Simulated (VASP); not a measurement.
# LiCl in VASP: notebook

Aim: see how the results for LiCl move with the level of theory and the settings. Levels: r2SCAN, HSE06, PBE. Tasks: single point.

Program: VASP 6.6.1. These are calculated values, not measurements. Logs are shortened: lines on timing, memory, paths and dates and some standing lists are left out, and cuts for length are marked.

## Step 1: The cell of the first run

Symmetry: R3m, No. 160, trigonal system. Conventional cell: a = 3.865 Å, b = 3.865 Å, c = 9.752 Å, α = 90.00°, β = 90.00°, γ = 120.00°. Within 3.2 Å of Li (site symmetry 3m) lie 4 Cl at 2.39 to 2.40 Å. Within 3.2 Å of Cl (site symmetry 3m) lie 4 Li at 2.39 to 2.40 Å.

## Step 2: Single point, r2SCAN (strain along [111] +3.0%)

The input, POSCAR:

```
LiCl
1.0
    0.0546608507      2.7877033875      2.7877033875
    2.7877033875      0.0546608507      2.7877033875
    2.7877033875      2.7877033875      0.0546608507
Li Cl
1 1
Direct
    0.0017447048      0.0017447048      0.0017447048
    0.2482552952      0.2482552952      0.2482552952
```

The input, INCAR.step1:

```
ALGO = Normal ; EDIFF = 1E-4
ENCUT = 520 ; GGA = PE
ISMEAR = 0 ; LASPH = True
LCHARG = False ; LREAL = False
LWAVE = True ; NBANDS = 12
NELM = 80 ; PREC = Accurate
SIGMA = 0.01
```

The input, INCAR.step2:

```
ALGO = Normal ; EDIFF = 1E-7
ENCUT = 520 ; ISIF = 2
ISMEAR = 0 ; ISTART = 1
LASPH = True ; LCHARG = False
LMIXTAU = True ; LREAL = False
LWAVE = False ; METAGGA = R2SCAN
NBANDS = 12 ; NELM = 80
PREC = Accurate ; SIGMA = 0.01
```

The input, KPOINTS:

```
k-points
0
Gamma
  8 8 8
```

Potentials or basis: VASP PAW PBE potentials, release 64 (Li_sv, Cl).

On the command line:

```console
$ cat potpaw_PBE.64/Li_sv/POTCAR potpaw_PBE.64/Cl/POTCAR > POTCAR
$ cp INCAR.step1 INCAR
$ mpirun -np 1 vasp_std > vasp.out
$ cp INCAR.step2 INCAR
$ mpirun -np 1 vasp_std > vasp.out
```

OUTCAR:

```text
EDIFF = 1E-7
   ENCUT = 520
   ISIF = 2
   ISMEAR = 0
   ISTART = 1
   LASPH = True
   LREAL = False
   METAGGA = R2SCAN
   NELM = 80
   PREC = Accurate

 ion  position               nearest neighbor table
   1  0.002  0.002  0.002-   2 2.39   2 2.39   2 2.39   2 2.40
   2  0.248  0.248  0.248-   1 2.39   1 2.39   1 2.39   1 2.40

  LATTYP: Found a trigonal (rhomboedric) cell.
 ALAT       =     3.9427868522
 COS(alpha) =     0.5195079762

  Lattice vectors:

 A1 = (   0.0546608507,   2.7877033875,   2.7877033875)
 A2 = (   2.7877033875,   0.0546608507,   2.7877033875)
 A3 = (   2.7877033875,   2.7877033875,   0.0546608507)

Analysis of symmetry for initial positions (statically):
=====================================================================
 Subroutine PRICEL returns:
 Original cell was already a primitive cell.

 Routine SETGRP: Setting up the symmetry group for a
 trigonal (rhombohedral) supercell.

 Subroutine GETGRP returns: Found  6 space group operations
 (whereof  6 operations were pure point group operations)
 out of a pool of 12 trial point group operations.

The static configuration has the point symmetry C_3v.

Analysis of symmetry for dynamics (positions and initial velocities):
=====================================================================
 Subroutine PRICEL returns:
 Original cell was already a primitive cell.

 Routine SETGRP: Setting up the symmetry group for a
 trigonal (rhombohedral) supercell.

 Subroutine GETGRP returns: Found  6 space group operations
 (whereof  6 operations were pure point group operations)
 out of a pool of 12 trial point group operations.

The dynamic configuration has the point symmetry C_3v.

 Subroutine INISYM returns: Found  6 space group operations
 (whereof  6 operations are pure point group operations),
 and found     1 'primitive' translations

----------------------------------------------------------------------------------------

                                     Primitive cell

  volume of cell :      42.0539

  direct lattice vectors                    reciprocal lattice vectors
     0.054660851  2.787703388  2.787703388    -0.184722470  0.181170115  0.181170115
     2.787703388  0.054660851  2.787703388     0.181170115 -0.184722470  0.181170115
     2.787703388  2.787703388  0.054660851     0.181170115  0.181170115 -0.184722470

  length of vectors
     3.942786852  3.942786852  3.942786852     0.315860115  0.315860115  0.315860115

  position of ions in fractional coordinates (direct lattice)
     0.001744705  0.001744705  0.001744705
     0.248255295  0.248255295  0.248255295

  ion indices of the primitive-cell ions
   primitive index   ion index
                 1           1
                 2           2

----------------------------------------------------------------------------------------

 KPOINTS: k-points

Automatic generation of k-mesh.
 Grid dimensions read from file:
 generate k-points for:    8    8    8

 Generating k-lattice:

  Cartesian coordinates                     Fractional coordinates (reciprocal lattice)
    -0.023090309  0.022646264  0.022646264     0.125000000  0.000000000  0.000000000
     0.022646264 -0.023090309  0.022646264     0.000000000  0.125000000  0.000000000
     0.022646264  0.022646264 -0.023090309     0.000000000  0.000000000  0.125000000

  Length of vectors
     0.039482514  0.039482514  0.039482514

  Shift w.r.t. Gamma in fractional coordinates (k-lattice)
     0.000000000  0.000000000  0.000000000

 Subroutine IBZKPT returns following result:
 ===========================================

 Found     65 irreducible k-points:

 Following reciprocal coordinates:
            Coordinates               Weight
  0.000000  0.000000  0.000000      1.000000
  0.125000  0.000000  0.000000      6.000000
  0.250000  0.000000  0.000000      6.000000
  0.375000  0.000000  0.000000      6.000000
  0.500000  0.000000  0.000000      3.000000
  0.125000  0.125000  0.000000      6.000000
[... 16 lines left out ...]
  0.250000  0.125000  0.125000      6.000000
  0.375000  0.125000  0.125000      6.000000
 [... further k-points ...]
   k-points           NKPTS =     65   k-points in BZ     NKDIM =     65   number of bands    NBANDS=     12
   number of dos      NEDOS =    301   number of ions     NIONS =      2
   total plane-waves  NPLWV =  27000
   dimension x,y,z NGX =    30 NGY =   30 NGZ =   30
   dimension x,y,z NGXF=    60 NGYF=   60 NGZF=   60
   ions per type =               1   1
   NGX,Y,Z   is equivalent  to a cutoff of  12.65, 12.65, 12.65 a.u.
   NGXF,Y,Z  is equivalent  to a cutoff of  25.30, 25.30, 25.30 a.u.
 SYSTEM =  unknown system
   PREC   = accura    normal or accurate (medium, high low for compatibility)
   ISTART =      1    job   : 0-new  1-cont  2-samecut
   ICHARG =      0    charge: 1-file 2-atom 10-const
   ISPIN  =      1    spin polarized calculation?
   LNONCOLLINEAR =      F non collinear calculations
   LSORBIT =      F    spin-orbit coupling
   LASPH  =      T    aspherical Exc in radial PAW
   ENCUT  =  520.0 eV  38.22 Ry    6.18 a.u.   7.33  7.33  7.33*2*pi/ulx,y,z
   NELM   =     80;   NELMIN=  2; NELMDL=  0     # of ELM steps
   EDIFF  = 0.1E-06   stopping-criterion for ELM
   LREAL  =      F    real-space projection
   EDIFFG = 0.1E-05   stopping-criterion for IOM
   NSW    =      0    number of steps for IOM
   IBRION =     -1    ionic relax: 0-MD 1-quasi-New 2-CG
   NFREE  =      0    steps in history (QN), initial steepest desc. (CG)
   ISIF   =      2    stress and relaxation
   ISYM   =      2    0-nonsym 1-usesym 2-fastsym
   POTIM  = 0.5000    time-step for ionic-motion
   TEBEG  =    0.0;   TEEND  =   0.0 temperature during run
   PSTRESS=    0.0 pullay stress
   NELECT =      10.0000    total number of electrons
   NUPDOWN=      -1.0000    fix difference up-down
   EMIN   =  10.00;   EMAX   =-10.00  energy-range for DOS
   EFERMI =   0.00;   METHOD = LEGACY
   ISMEAR =     0;   SIGMA  =   0.01  broadening in eV -4-tet -1-fermi 0-gaus
   EFERMI_NEDOS =   21; number of points for ismear=-14 and -15
   IALGO  =     38    algorithm
   IMIX   =      4    mixing-type and parameters
     AMIX     =   0.40;   BMIX     =  1.00
     AMIX_MAG =   1.60;   BMIX_MAG =  1.00
  volume/ion in A,a.u.               =      21.03       141.90
  Fermi-wavevector in a.u.,A,eV,Ry     =   1.014237  1.916630 13.995991  1.028676
  Thomas-Fermi vector in A             =   2.147453
   LORBIT       =      0    0 simple, 1 ext, 2 COOP (PROOUT), +10 PAW based schemes
   METAGGA = R2SCAN    functional components
   LHFCALC =     F    Hartree Fock is set to
   AEXX    =    0.0000 exact exchange contribution
   IVDW    =     0    specifies the selected vdW correction
   LEPSILON=     F    determine dielectric tensor
   LRPA    =     F    only Hartree local field effects (RPA)
 non-spin polarized calculation
 Gauss-broadening in eV      SIGMA  =   0.01
  energy-cutoff  :      520.00
  volume of cell :       42.05
 maximum number of plane-waves:      1144
 NGX is ok and might be reduce to    30
   NGX = 15   NGY = 15   NGZ = 15

 number of electron      10.0000003 magnetization

 Free energy of the ion-electron system (eV)
  ---------------------------------------------------
  ext. energy  EPLUGINS =         0.00000000
  ---------------------------------------------------
  free energy    TOTEN  =       -12.57093104 eV

  energy without entropy =      -12.57093104  energy(sigma->0) =      -12.57093104

 E-fermi :  -1.4951     XC(G=0):  -8.0329

 val. band max:       -1.6827443453   @ k =   0.0000   0.0000   0.0000
 cond. band min:       4.9286900265   @ k =   0.0000   0.0000   0.0000
 fundamental gap:      6.6114343718
 Fermi energy:        -1.4950732290

 k-point     1 :       0.0000    0.0000    0.0000
  band No.  band energies     occupation
      1     -45.9292      2.00000
      2     -14.9572      2.00000
      3      -1.8035      2.00000
      4      -1.6827      2.00000
      5      -1.6827      2.00000
      6       4.9287      0.00000
      7       9.0658      0.00000
      8       9.4119      0.00000
      9       9.4119      0.00000
     10      13.5120      0.00000
     11      13.5120      0.00000
     12      16.7098      0.00000

 k-point     2 :       0.1250    0.0000    0.0000
  band No.  band energies     occupation
      1     -45.9290      2.00000
      2     -14.9170      2.00000
      3      -2.0546      2.00000
      4      -1.8290      2.00000
      5      -1.7310      2.00000
      6       5.3272      0.00000
      7       9.2664      0.00000
      8       9.4866      0.00000
      9       9.5792      0.00000
     10      12.9309      0.00000
     11      13.0234      0.00000
     12      15.6509      0.00000

 k-point     3 :       0.2500    0.0000    0.0000
  band No.  band energies     occupation
      1     -45.9285      2.00000
      2     -14.8168      2.00000
      3      -2.7933      2.00000
      4      -1.9299      2.00000
      5      -1.8428      2.00000
      6       6.2047      0.00000
      7       9.5182      0.00000
      8       9.5862      0.00000
      9       9.7273      0.00000
     10      12.6806      0.00000
     11      12.9487      0.00000
     12      15.0996      0.00000

 k-point     4 :       0.3750    0.0000    0.0000
  band No.  band energies     occupation
      1     -45.9280      2.00000
      2     -14.7116      2.00000
      3      -3.4320      2.00000
      4      -2.0219      2.00000
      5      -1.9484      2.00000
      6       7.0376      0.00000
      7       9.3620      0.00000
      8       9.5290      0.00000
      9       9.6105      0.00000
     10      13.7186      0.00000
     11      14.1320      0.00000
     12      15.2797      0.00000

 k-point     5 :       0.5000    0.0000    0.0000
  band No.  band energies     occupation
      1     -45.9278      2.00000
      2     -14.6666      2.00000
      3      -3.6760      2.00000
      4      -2.0585      2.00000
      5      -1.9906      2.00000
      6       7.3829      0.00000
      7       9.2379      0.00000
      8       9.3970      0.00000
      9       9.6025      0.00000
     10      14.9155      0.00000
     11      15.4916      0.00000
     12      15.6718      0.00000
[... 228 lines left out ...]
      1     -45.9274      2.00000
      2     -14.5891      2.00000
      3      -3.3046      2.00000
      4      -2.5899      2.00000
      5      -2.4697      2.00000
      6       5.4614      0.00000
      7       8.6800      0.00000
      8      12.6297      0.00000
      9      13.1691      0.00000
     10      13.2022      0.00000
     11      15.8488      0.00000
     12      16.0299      0.00000

 k-point    22 :       0.1250    0.1250    0.1250
  band No.  band energies     occupation
      1     -45.9290      2.00000
      2     -14.9223      2.00000
      3      -2.1396      2.00000
      4      -1.7216      2.00000
      5      -1.7216      2.00000
      6       5.3307      0.00000
      7       9.1737      0.00000
      8       9.5760      0.00000
      9       9.5760      0.00000
     10      13.0473      0.00000
     11      13.0473      0.00000
     12      15.7310      0.00000

 k-point    23 :       0.2500    0.1250    0.1250
  band No.  band energies     occupation
      1     -45.9288      2.00000
      2     -14.8647      2.00000
      3      -2.4530      2.00000
      4      -1.9843      2.00000
      5      -1.7407      2.00000
      6       5.8837      0.00000
      7       9.3736      0.00000
      8       9.6511      0.00000
      9       9.7859      0.00000
     10      12.1391      0.00000
     11      13.2194      0.00000
     12      16.2038      0.00000

 k-point    24 :       0.3750    0.1250    0.1250
  band No.  band energies     occupation
      1     -45.9282      2.00000
      2     -14.7626      2.00000
      3      -3.0153      2.00000
      4      -2.2124      2.00000
      5      -1.8531      2.00000
      6       6.7811      0.00000
      7       9.1110      0.00000
      8       9.8652      0.00000
      9       9.9167      0.00000
     10      12.2874      0.00000
     11      14.0274      0.00000
     12      15.8396      0.00000

 [... further k-points ...]
[... 5 lines left out ...]
  --------------------------------------------------------------------------------------
  -------------------------------------------------------------------------------------
  Total       -0.2827539     -0.2827539     -0.2827539     -0.0814383     -0.0814383     -0.0814383
  in kB      -10.7724081    -10.7724081    -10.7724081     -3.1026499     -3.1026499     -3.1026499
  external PRESSURE =     -10.7724081 kB  Pullay stress =       0.0000000 kB

 VOLUME and BASIS-vectors are now :
 -----------------------------------------------------------------------------
  energy-cutoff  :      520.00
  volume of cell :       42.05
      direct lattice vectors                 reciprocal lattice vectors
     0.054660851  2.787703388  2.787703388    -0.184722470  0.181170115  0.181170115
     2.787703388  0.054660851  2.787703388     0.181170115 -0.184722470  0.181170115
     2.787703388  2.787703388  0.054660851     0.181170115  0.181170115 -0.184722470

 POSITION                                       TOTAL-FORCE (eV/Angst)
 -----------------------------------------------------------------------------------
      0.00982      0.00982      0.00982        -0.014140     -0.014140     -0.014140
      1.39769      1.39769      1.39769         0.014140      0.014140      0.014140
 -----------------------------------------------------------------------------------
    total drift:                               -0.024085     -0.024085     -0.024086

  FREE ENERGIE OF THE ION-ELECTRON SYSTEM (eV)
  ---------------------------------------------------
  free  energy   TOTEN  =       -12.5709310387 eV

  energy  without entropy=      -12.5709310387  energy(sigma->0) =      -12.57093104
```

Run time: 2.3 min. Hardware: 1 thread of Intel Xeon Platinum 8488C (Sapphire Rapids), shared host; peak memory 0.18 GiB.

What came out:

| Property | Result |
| --- | --- |
| Free energy | -12.5709 eV |
| Largest force | 0.024 eV/Å |
| Band gap on the k mesh | 6.61 eV, direct |

Forces on the atoms (eV/Å):
```
Li  -0.014 -0.014 -0.014
Cl   0.014  0.014  0.014
```

Levels at points of the mesh, in eV from the valence-band top:
| k point | band 1 | band 2 | band 3 | band 4 | band 5 | band 6 | band 7 | band 8 | band 9 | band 10 |
| --- | --- | --- | --- | --- | --- | --- | --- | --- | --- | --- |
| (0.00, 0.00, 0.00) | -44.25 | -13.27 | -0.12 | 0.00 | 0.00 | 6.61 | 10.75 | 11.09 | 11.09 | 15.19 |
| (0.50, 0.00, 0.00) | -44.25 | -12.98 | -1.99 | -0.38 | -0.31 | 9.07 | 10.92 | 11.08 | 11.29 | 16.60 |
| (0.50, 0.50, 0.00) | -44.24 | -12.91 | -1.62 | -0.91 | -0.79 | 7.14 | 10.36 | 14.31 | 14.85 | 14.88 |
| (0.50, 0.50, 0.50) | -44.25 | -13.02 | -1.99 | -0.25 | -0.25 | 9.09 | 11.18 | 11.22 | 11.22 | 16.81 |

Caveat: the cell differs from its parent crystal (strain along [111] +3.0%); the cutoff is under 1.25 times the usual one of these potentials, so pressure, stress and relaxed cells hold a basis-set (Pulay) error; the PAW data sets were made with another functional, which shifts forces and pressure a little. A k mesh can miss the band edges.

(Continued in part 2 of 2.)
